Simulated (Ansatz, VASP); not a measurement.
# One calculation of Hf5Cl2, two programs

INCAR

```
SYSTEM = Hf5Cl2
PREC = Accurate
ENCUT = 600
EDIFF = 1E-6
ISMEAR = 0
SIGMA = 0.1
LREAL = .FALSE.
LASPH = .TRUE.
NELM = 100
ALGO = Fast
ISIF = 3
LWAVE = .FALSE.
LCHARG = .FALSE.
GGA = PE
IBRION = 2
NSW = 100
EDIFFG = -0.01
```

The input KPOINTS:

```
regular mesh
0
G
  12 12 1
  0 0 0
```

Contents of POSCAR:

```
Hf5Cl2
1.0
    3.2926222051      0.0000000000      0.0000000000
   -1.6463111026      2.8514944747      0.0000000000
    0.0000000000      0.0000000000     34.5238294365
Hf Cl
10 4
Direct
    0.3333333333      0.6666666667      0.1070235189
    0.3333333333      0.6666666667      0.2500000000
    0.0000000000      0.0000000000      0.1768580239
    0.3333333333      0.6666666667      0.3929764811
    0.0000000000      0.0000000000      0.3231419761
    0.6666666667      0.3333333333      0.8929764811
    0.0000000000      0.0000000000      0.8231419761
    0.6666666667      0.3333333333      0.6070235189
    0.6666666667      0.3333333333      0.7500000000
    0.0000000000      0.0000000000      0.6768580239
    0.6666666667      0.3333333333      0.0550557052
    0.6666666667      0.3333333333      0.4449442948
    0.3333333333      0.6666666667      0.9449442948
    0.3333333333      0.6666666667      0.5550557052
```

Input for Ansatz:

```yaml
crystal:
  lattice:
    - [3.2926222051, 0.0, 0.0]
    - [-1.6463111026, 2.8514944747, 0.0]
    - [0.0, 0.0, 34.5238294365]
  atoms:
    - { symbol: Hf, position: [0.3333333333, 0.6666666667, 0.1070235189] }
    - { symbol: Hf, position: [0.3333333333, 0.6666666667, 0.25] }
    - { symbol: Hf, position: [0.0, 0.0, 0.1768580239] }
    - { symbol: Hf, position: [0.3333333333, 0.6666666667, 0.3929764811] }
    - { symbol: Hf, position: [0.0, 0.0, 0.3231419761] }
    - { symbol: Hf, position: [0.6666666667, 0.3333333333, 0.8929764811] }
    - { symbol: Hf, position: [0.0, 0.0, 0.8231419761] }
    - { symbol: Hf, position: [0.6666666667, 0.3333333333, 0.6070235189] }
    - { symbol: Hf, position: [0.6666666667, 0.3333333333, 0.75] }
    - { symbol: Hf, position: [0.0, 0.0, 0.6768580239] }
    - { symbol: Cl, position: [0.6666666667, 0.3333333333, 0.0550557052] }
    - { symbol: Cl, position: [0.6666666667, 0.3333333333, 0.4449442948] }
    - { symbol: Cl, position: [0.3333333333, 0.6666666667, 0.9449442948] }
    - { symbol: Cl, position: [0.3333333333, 0.6666666667, 0.5550557052] }
basis:
  ecutwfc: 420
kpoints:
  mp_grid: { grid: [12, 12, 1] }
hamiltonian:
  xc: pbe
scf:
  occupations: { method: gaussian, width: 0.1 }
output:
  forces: true
  stress: true
  eigenvalues: true
relax:
  adjacent_minimum: "off"
  f_tol: 0.01
  max_steps: 80
  cell: { stress_tol: 0.05 }
```

Alike in both runs: task relaxation of cell and atoms; functional PBE; k mesh 12 × 12 × 1; occupations gaussian, width 0.1 eV; no spin polarisation.

|  | VASP | Ansatz |
| --- | --- | --- |
| version | VASP 6.6.1 | Ansatz 0.2.0 |
| potentials or method | VASP PAW PBE potentials, release 64 (Hf_pv, Cl), cutoff 600 eV | scalar-relativistic, plane waves, PAW |
| valence electrons in the cell | 128 | 288 |

Ansatz gave:

* gap on the k mesh at the Fermi level, each at its own relaxed structure (eV): none
* relaxed volume (Å³/atom): 23.67
* relaxed length of the cell vector where the two differ most in proportion (Å): 35.263

Which values does VASP return?

gap on the k mesh at the Fermi level, each at its own relaxed structure (eV): none; relaxed volume (Å³/atom): 23.05; relaxed length of the cell vector where the two differ most in proportion (Å): 34.464.

A gap of «none» marks a metal or a gap that the smearing closes. VASP's potentials hold 128 valence electrons a cell and Ansatz's 288, so a difference there can come from the potentials and not from the codes.

Spin-orbit coupling is off throughout.
